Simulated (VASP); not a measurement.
# Be4Ag (P6/mmm) in VASP: a series of runs

Be4Ag is run at these levels: PBE; tasks: single point.

Everything below comes from runs of VASP 6.6.1. Logs are shortened: lines on timing, memory, paths and dates and some standing lists are left out, and cuts for length are marked.

## (1) The cell of the first run

The structure is hexagonal, space group P6/mmm (No. 191). Conventional cell: a = 4.371 Å, b = 4.371 Å, c = 6.838 Å, α = 90.00°, β = 90.00°, γ = 120.00°. Be (site symmetry m2m) has 5 Be at 1.42 to 1.54 Å within 1.9 Å. Within 2.0 Å of Be (site symmetry -6m2) lie 6 Be at 1.48 Å. Within 3.1 Å of Ag (site symmetry 6mm) lie 1 Ag at 2.34 Å and 6 Be at 2.66 Å.

The cell was built from a structure type or drawn by symmetry, and may not be a known phase.

## (2) Single point, PBE

INCAR reads:

```
SYSTEM = Be4Ag
  ALGO = Normal
  EDIFF = 1E-6
  ENCUT = 520
  GGA = PE
  ISIF = 2
  ISMEAR = 0
  LASPH = .TRUE.
  LCHARG = .TRUE.
  LELF = .TRUE.
  LREAL = .FALSE.
  LVHAR = .TRUE.
  LWAVE = .FALSE.
  NBANDS = 30
  NELM = 60
  PREC = Accurate
  SIGMA = 0.1
```

KPOINTS reads:

```
k-points
0
G
  6 6 4
  0 0 0
```

POSCAR reads:

```
Be4Ag
1.0
    4.3712470600      0.0000000000      0.0000000000
   -2.1856235300      3.7856110000      0.0000000000
    0.0000000000      0.0000000000      6.8380977200
Be Ag
8 2
Direct
    0.6762749200      0.0000000000      0.0000000000
    0.0000000000      0.6762749200      0.0000000000
    0.3237250800      0.3237250800      0.0000000000
    0.3237250800      0.0000000000      0.0000000000
    0.0000000000      0.3237250800      0.0000000000
    0.6762749200      0.6762749200      0.0000000000
    0.3333333300      0.6666666700      0.0000000000
    0.6666666700      0.3333333300      0.0000000000
    0.0000000000      0.0000000000      0.3287546300
    0.0000000000      0.0000000000      0.6712453700
```

Potentials or basis: VASP PAW PBE potentials, release 64 (Be, Ag).

On the command line:

```
> cat potpaw_PBE.64/Be/POTCAR potpaw_PBE.64/Ag/POTCAR > POTCAR
> mpirun -np 1 vasp_std > vasp.out
```

OUTCAR:

```text
SYSTEM = Be4Ag
   EDIFF = 1E-6
   ENCUT = 520
   GGA = PE
   ISIF = 2
   ISMEAR = 0
   LASPH = .TRUE.
   LREAL = .FALSE.
   NELM = 60
   PREC = Accurate

 ion  position               nearest neighbor table
   1  0.676  0.000  0.000-   5 1.42   6 1.42   8 1.48   7 1.48   4 1.54   9 2.66  10 2.66
   2  0.000  0.676  0.000-   4 1.42   6 1.42   7 1.48   8 1.48   5 1.54   9 2.66  10 2.66
   3  0.324  0.324  0.000-   4 1.42   5 1.42   7 1.48   8 1.48   6 1.54   9 2.66  10 2.66
   4  0.324  0.000  0.000-   2 1.42   3 1.42   7 1.48   8 1.48   1 1.54   9 2.66  10 2.66
   5  0.000  0.324  0.000-   1 1.42   3 1.42   8 1.48   7 1.48   2 1.54   9 2.66  10 2.66
   6  0.676  0.676  0.000-   1 1.42   2 1.42   8 1.48   7 1.48   3 1.54   9 2.66  10 2.66
   7  0.333  0.667  0.000-   4 1.48   2 1.48   5 1.48   1 1.48   3 1.48   6 1.48
   8  0.667  0.333  0.000-   1 1.48   5 1.48   2 1.48   4 1.48   6 1.48   3 1.48
   9  0.000  0.000  0.329-  10 2.34   3 2.66   5 2.66   6 2.66   2 2.66   4 2.66   1 2.66
  10  0.000  0.000  0.671-   9 2.34   3 2.66   5 2.66   6 2.66   2 2.66   4 2.66   1 2.66

  LATTYP: Found a hexagonal cell.
 ALAT       =     4.3712470600
 C/A-ratio  =     1.5643356750

  Lattice vectors:

 A1 = (   4.3712470600,   0.0000000000,   0.0000000000)
 A2 = (  -2.1856235300,   3.7856110000,   0.0000000000)
 A3 = (   0.0000000000,   0.0000000000,   6.8380977200)

Analysis of symmetry for initial positions (statically):
=====================================================================
 Subroutine PRICEL returns:
 Original cell was already a primitive cell.

 Routine SETGRP: Setting up the symmetry group for a
 hexagonal supercell.

 Subroutine GETGRP returns: Found 24 space group operations
 (whereof 24 operations were pure point group operations)
 out of a pool of 24 trial point group operations.

The static configuration has the point symmetry D_6h.

Analysis of symmetry for dynamics (positions and initial velocities):
=====================================================================
 Subroutine PRICEL returns:
 Original cell was already a primitive cell.

 Routine SETGRP: Setting up the symmetry group for a
 hexagonal supercell.

 Subroutine GETGRP returns: Found 24 space group operations
 (whereof 24 operations were pure point group operations)
 out of a pool of 24 trial point group operations.

The dynamic configuration has the point symmetry D_6h.

 Subroutine INISYM returns: Found 24 space group operations
[... 116 lines left out ...]
   ISYM   =      2    0-nonsym 1-usesym 2-fastsym
   POTIM  = 0.5000    time-step for ionic-motion
   TEBEG  =    0.0;   TEEND  =   0.0 temperature during run
   PSTRESS=    0.0 pullay stress
   NELECT =      38.0000    total number of electrons
   NUPDOWN=      -1.0000    fix difference up-down
   EMIN   =  10.00;   EMAX   =-10.00  energy-range for DOS
   EFERMI =   0.00;   METHOD = LEGACY
   ISMEAR =     0;   SIGMA  =   0.10  broadening in eV -4-tet -1-fermi 0-gaus
   EFERMI_NEDOS =   21; number of points for ismear=-14 and -15
   IALGO  =     38    algorithm
   IMIX   =      4    mixing-type and parameters
     AMIX     =   0.40;   BMIX     =  1.00
     AMIX_MAG =   1.60;   BMIX_MAG =  1.00
  volume/ion in A,a.u.               =      11.32        76.36
  Fermi-wavevector in a.u.,A,eV,Ry     =   1.137917  2.150351 17.617565  1.294854
  Thomas-Fermi vector in A             =   2.274621
   LORBIT       =      0    0 simple, 1 ext, 2 COOP (PROOUT), +10 PAW based schemes
   GGA     = PE    functional components
   LHFCALC =     F    Hartree Fock is set to
   AEXX    =    0.0000 exact exchange contribution
   IVDW    =     0    specifies the selected vdW correction
   LEPSILON=     F    determine dielectric tensor
   LRPA    =     F    only Hartree local field effects (RPA)
 non-spin polarized calculation
 Gauss-broadening in eV      SIGMA  =   0.10
  energy-cutoff  :      520.00
  volume of cell :      113.16
 maximum number of plane-waves:      3062
 NGX is ok and might be reduce to    36
   NGX = 17   NGY = 17   NGZ = 25

 number of electron      38.0000011 magnetization

 Free energy of the ion-electron system (eV)
  ---------------------------------------------------
  ext. energy  EPLUGINS =         0.00000000
  ---------------------------------------------------
  free energy    TOTEN  =         9.65176318 eV

  energy without entropy =        9.68298525  energy(sigma->0) =        9.66737421

 E-fermi :   3.6180     XC(G=0):  -9.4003

 val. band max:        3.6163686861   @ k =   0.5000   0.0000   0.0000
 cond. band min:       3.6195089957   @ k =   0.5000   0.0000   0.2500
 fundamental gap:      0.0031403096
 Fermi energy:         3.6179603398

 k-point     1 :       0.0000    0.0000    0.0000
  band No.  band energies     occupation
      1      -4.4455      2.00000
      2      -1.9458      2.00000
      3      -1.8409      2.00000
      4      -1.1495      2.00000
      5      -1.1495      2.00000
      6      -0.3749      2.00000
[... 682 lines left out ...]
     29      12.1182      0.00000
     30      12.1182      0.00000

------------------------ aborting loop because EDIFF is reached ----------------------------------------

  FORCE on cell =-STRESS in cart. coord.  units (eV):
  Direction    XX          YY          ZZ          XY          YZ          ZX
  --------------------------------------------------------------------------------------
  -------------------------------------------------------------------------------------
  Total      119.8697534    119.8697534      3.5509271      0.0000000      0.0000000      0.0000000
  in kB     1697.2411523   1697.2411521     50.2777340      0.0000000      0.0000000      0.0000000
  external PRESSURE =    1148.2533461 kB  Pullay stress =       0.0000000 kB

 VOLUME and BASIS-vectors are now :
 -----------------------------------------------------------------------------
  energy-cutoff  :      520.00
  volume of cell :      113.16
      direct lattice vectors                 reciprocal lattice vectors
     4.371247060  0.000000000  0.000000000     0.228767669  0.132079075  0.000000000
    -2.185623530  3.785611000  0.000000000     0.000000000  0.264158150  0.000000000
     0.000000000  0.000000000  6.838097720     0.000000000  0.000000000  0.146239501

 POSITION                                       TOTAL-FORCE (eV/Angst)
 -----------------------------------------------------------------------------------
      2.95616      0.00000      0.00000         2.790456      0.000000     -0.000000
     -1.47808      2.56011      0.00000        -1.395228      2.416606      0.000000
      0.70754      1.22550      0.00000        -1.395228     -2.416606     -0.000000
      1.41508      0.00000      0.00000        -2.790456     -0.000000     -0.000000
     -0.70754      1.22550      0.00000         1.395228     -2.416606     -0.000000
      1.47808      2.56011      0.00000         1.395228      2.416606      0.000000
     -0.00000      2.52374      0.00000        -0.000000     -0.000000      0.000000
      2.18562      1.26187      0.00000        -0.000000      0.000000     -0.000000
      0.00000      0.00000      2.24806        -0.000000      0.000000     -3.938343
      0.00000      0.00000      4.59004        -0.000000     -0.000000      3.938343
 -----------------------------------------------------------------------------------
    total drift:                               -0.000000     -0.000000      0.000000

  FREE ENERGIE OF THE ION-ELECTRON SYSTEM (eV)
  ---------------------------------------------------
  free  energy   TOTEN  =         9.6517631790 eV

  energy  without entropy=        9.6829852475  energy(sigma->0) =        9.66737421
```

OSZICAR:

```text
N       E                     dE             d eps       ncg     rms          rms(c)
DAV:   1     0.204126883156E+03    0.20413E+03   -0.17434E+04  1260   0.114E+03
DAV:   2    -0.501805411830E+02   -0.25431E+03   -0.23645E+03  1522   0.270E+02
DAV:   3    -0.644019257085E+02   -0.14221E+02   -0.13710E+02  1530   0.629E+01
[... 11 lines left out ...]
DAV:  15     0.965176118927E+01    0.33542E-04   -0.52449E-04  1352   0.111E-01    0.214E-02
DAV:  16     0.965176027729E+01   -0.91198E-06   -0.91341E-05  1374   0.890E-02    0.147E-02
DAV:  17     0.965176196125E+01    0.16840E-05   -0.40006E-05  1320   0.555E-02    0.123E-02
DAV:  18     0.965176318133E+01    0.12201E-05   -0.53526E-06  1390   0.230E-02    0.154E-03
DAV:  19     0.965176317903E+01   -0.23051E-08   -0.37193E-07   720   0.276E-03
   1 F= 0.96517632E+01 E0= 0.96673742E+01  d E =-.312221E-01
```

stdout:

```text
POSCAR found type information on POSCAR BeAg
 POSCAR found :  2 types and      10 ions
 scaLAPACK will be used
 LDA part: xc-table for (Slater+PW92), standard interpolation
 POSCAR, INCAR and KPOINTS ok, starting setup
 FFT: planning ... GRIDC
 FFT: planning ... GRID_SOFT
 FFT: planning ... GRID
 WAVECAR not read
 entering main loop
```

Run time: 2.6 min. Hardware: 1 thread of AMD EPYC 7R43 (Zen 3), shared host; peak memory 0.23 GiB.

Results:

```yaml
Free_energy: 9.6518 eV
Pressure: 114.8 GPa
Largest_force: 3.938 eV/Å
Band_gap_on_the_k_mesh: zero (bands 19 and 20 overlap by 0.40 eV)
```

Forces on the atoms (eV/Å):
```
Be   2.790  0.000  0.000
Be  -1.395  2.417  0.000
Be  -1.395 -2.417  0.000
Be  -2.790  0.000  0.000
Be   1.395 -2.417  0.000
Be   1.395  2.417  0.000
Be   0.000  0.000  0.000
Be   0.000  0.000  0.000
Ag   0.000  0.000 -3.938
Ag   0.000  0.000  3.938
```

Levels at points of the mesh, in eV from the Fermi level:
| k point | band 15 | band 16 | band 17 | band 18 | band 19 | band 20 | band 21 | band 22 | band 23 | band 24 |
| --- | --- | --- | --- | --- | --- | --- | --- | --- | --- | --- |
| (0.00, 0.00, 0.00) | -2.95 | -2.93 | -1.60 | -0.81 | -0.81 | 4.96 | 4.97 | 4.97 | 5.46 | 5.46 |
| (0.50, 0.00, 0.00) | -2.24 | -1.33 | -0.84 | -0.35 | 0.00 | 0.12 | 2.07 | 2.62 | 2.75 | 3.11 |
| (0.00, 0.00, 0.50) | -2.82 | -2.21 | -0.81 | -0.38 | -0.38 | 3.84 | 4.06 | 4.06 | 5.44 | 5.44 |
| (0.50, 0.00, 0.50) | -2.31 | -2.30 | -0.84 | -0.18 | 0.00 | 0.98 | 2.01 | 2.94 | 3.24 | 3.45 |

Caveat: the cell stands under pressure; forces of over 1 eV/Å act on the atoms, so gaps and moduli don't describe the material at rest.

## (3) Single point, PBE

This run uses another cell than the first one, of 18.95 Å³/atom.

INCAR reads:

```
SYSTEM = Be4Ag
ALGO = Fast ; EDIFF = 1E-7
ENCUT = 520 ; GGA = PE
ISIF = 2 ; ISMEAR = 0
LASPH = .True. ; LCHARG = .False.
LREAL = .False. ; LWAVE = .False.
NBANDS = 30 ; NELM = 60
PREC = Accurate ; SIGMA = 0.1
```

KPOINTS reads:

```
k-points
0
Gamma
  6 6 4
  0 0 0
```

POSCAR reads:

```
Be4Ag
1.0
    6.3838225221      0.0000000000      0.0000000000
   -3.1919112611      5.5285524774      0.0000000000
    0.0000000000      0.0000000000      5.3678976630
Be Ag
8 2
Direct
    0.6647179873      0.0000000000      0.0000000000
    0.0000000000      0.6647179873      0.0000000000
    0.3352820127      0.3352820127      0.0000000000
    0.3352820127      0.0000000000      0.0000000000
    0.0000000000      0.3352820127      0.0000000000
    0.6647179873      0.6647179873      0.0000000000
    0.3333333333      0.6666666667      0.0000000000
    0.6666666667      0.3333333333      0.0000000000
    0.0000000000      0.0000000000      0.2539194668
    0.0000000000      0.0000000000      0.7460805332
```

Potentials or basis: VASP PAW PBE potentials, release 64 (Be, Ag).

On the command line:

```
> cat potpaw_PBE.64/Be/POTCAR potpaw_PBE.64/Ag/POTCAR > POTCAR
> mpirun -np 1 vasp_std > vasp.out
```

It took 3.4 min on 1 thread of AMD EPYC 7R43 (Zen 3), shared host; peak memory 0.32 GiB.

It converged, with:

| Item | Value |
| --- | --- |
| Free energy | -28.7531 eV |
| Pressure | 0.1 GPa |
| Largest force | 0.020 eV/Å |
| Band gap on the k mesh | zero (bands 19 and 20 overlap by 2.13 eV) |

Forces on the atoms (eV/Å):
```
Be  -0.003  0.000  0.000
Be   0.002 -0.003  0.000
Be   0.002  0.003  0.000
Be   0.003  0.000  0.000
Be  -0.002  0.003  0.000
Be  -0.002 -0.003  0.000
Be   0.000  0.000  0.000
Be   0.000  0.000  0.000
Ag   0.000  0.000  0.020
Ag   0.000  0.000 -0.020
```

Stress tensor (GPa, compression positive):
```
0.13 0.00 0.00
0.00 0.13 0.00
0.00 0.00 0.01
```

Levels at points of the mesh, in eV from the Fermi level:
```
           k point  band 17  band 18  band 19  band 20  band 21  band 22
(0.00, 0.00, 0.00)    -2.78    -0.99     0.45     2.42     2.42     2.53
(0.50, 0.00, 0.00)    -0.97    -0.55    -0.41    -0.12     0.13     0.64
(0.00, 0.00, 0.50)    -2.13    -2.13     1.28     1.28     1.33     2.55
(0.50, 0.00, 0.50)    -1.26    -1.16    -0.95     0.01     0.55     0.63
```

## (4) Single point, PBE

This run uses another cell than the first one, of 19.05 Å³/atom.

INCAR reads:

```
SYSTEM = Be4Ag
ALGO     = Fast           ! electronic algorithm
EDIFF    = 1E-6           ! SCF threshold, eV
ENCUT    = 520            ! plane-wave cutoff, eV
GGA      = PE             ! functional
ISIF     = 2              ! what is computed and relaxed
ISMEAR   = 0              ! smearing method
LASPH    = .True.         ! aspherical terms in the spheres
LCHARG   = .False.        ! write CHGCAR
LREAL    = .False.        ! projectors in reciprocal space
LWAVE    = .False.        ! write WAVECAR
NBANDS   = 30             ! bands
NELM     = 80             ! most SCF steps
PREC     = Accurate       ! precision mode
SIGMA    = 0.1            ! smearing width, eV
```

KPOINTS reads:

```
k-points
0
Gamma
  6 6 8
  0 0 0
```

POSCAR reads:

```
Be4Ag
1.0
    6.3745390194      0.0000000000      0.0000000000
   -3.1872695097      5.5205127282      0.0000000000
    0.0000000000      0.0000000000      5.4133428995
Be Ag
8 2
Direct
    0.6654508394      0.0000000000      0.0000000000
    0.0000000000      0.6654508394      0.0000000000
    0.3345491606      0.3345491606      0.0000000000
    0.3345491606      0.0000000000      0.0000000000
    0.0000000000      0.3345491606      0.0000000000
    0.6654508394      0.6654508394      0.0000000000
    0.3333333333      0.6666666667      0.0000000000
    0.6666666667      0.3333333333      0.0000000000
    0.0000000000      0.0000000000      0.2548694535
    0.0000000000      0.0000000000      0.7451305465
```

On the command line:

```
> cat potpaw_PBE.64/Be/POTCAR potpaw_PBE.64/Ag/POTCAR > POTCAR
> mpirun -np 1 vasp_std > vasp.out
```

It took 4.9 min on 1 thread of AMD EPYC 7R43 (Zen 3), shared host; peak memory 0.34 GiB.

It converged, with:

```
Free energy            : -28.7639 eV
Pressure               : 0.0 GPa
Largest force          : 0.006 eV/Å
Band gap on the k mesh : zero (bands 19 and 20 overlap by 2.20 eV)
```

Forces in eV/Å, atoms in the order of the input:
```
Be   0.001  0.000  0.000
Be   0.000  0.001  0.000
Be   0.000 -0.001  0.000
Be  -0.001  0.000  0.000
Be   0.000 -0.001  0.000
Be   0.000  0.001  0.000
Be   0.000  0.000  0.000
Be   0.000  0.000  0.000
Ag   0.000  0.000  0.006
Ag   0.000  0.000 -0.006
```

Levels at points of the mesh, in eV from the Fermi level:
```csv
k point,band 15,band 16,band 17,band 18,band 19,band 20,band 21,band 22,band 23,band 24
"(0.00, 0.00, 0.00)",-3.22,-2.73,-2.73,-1.02,0.47,2.42,2.42,2.55,2.55,2.99
"(0.50, 0.00, 0.00)",-1.33,-1.18,-0.96,-0.50,-0.41,-0.07,0.08,0.66,1.56,2.58
"(0.00, 0.00, 0.50)",-3.18,-3.18,-2.10,-2.10,1.31,1.31,1.38,2.56,2.56,2.95
"(0.50, 0.00, 0.50)",-2.64,-1.30,-1.23,-1.14,-0.94,0.04,0.59,0.67,1.32,4.88
```

## (5) Overview

| cell | k mesh | gap on the mesh (eV) | pressure (GPa) | largest force (eV/Å) |
| --- | --- | --- | --- | --- |
| a = 4.371, b = 4.371, c = 6.838 Å, angles 90.0, 90.0, 120.0°, 10 atoms, atomic positions A | 6 × 6 × 4 | none | 114.8 | 3.94 |
| a = 6.384, b = 6.384, c = 5.368 Å, angles 90.0, 90.0, 120.0°, 10 atoms, atomic positions B | 6 × 6 × 4 | none | 0.1 | 0.02 |
| a = 6.375, b = 6.375, c = 5.413 Å, angles 90.0, 90.0, 120.0°, 10 atoms, atomic positions B | 6 × 6 × 8 | none | 0.0 | 0.01 |

Alike in all rows: task single point; level PBE; potentials or basis VASP PAW PBE potentials, release 64 (Be, Ag); no spin polarisation; cutoff (eV) 520; smearing gaussian 0.1 eV.

Caveats: the cell stands under pressure (at least some runs); forces of over 1 eV/Å act on the atoms, so gaps and moduli don't describe the material at rest (at least some runs).

Total energies depend on the potentials used, so only differences within one code and one set of settings carry meaning.
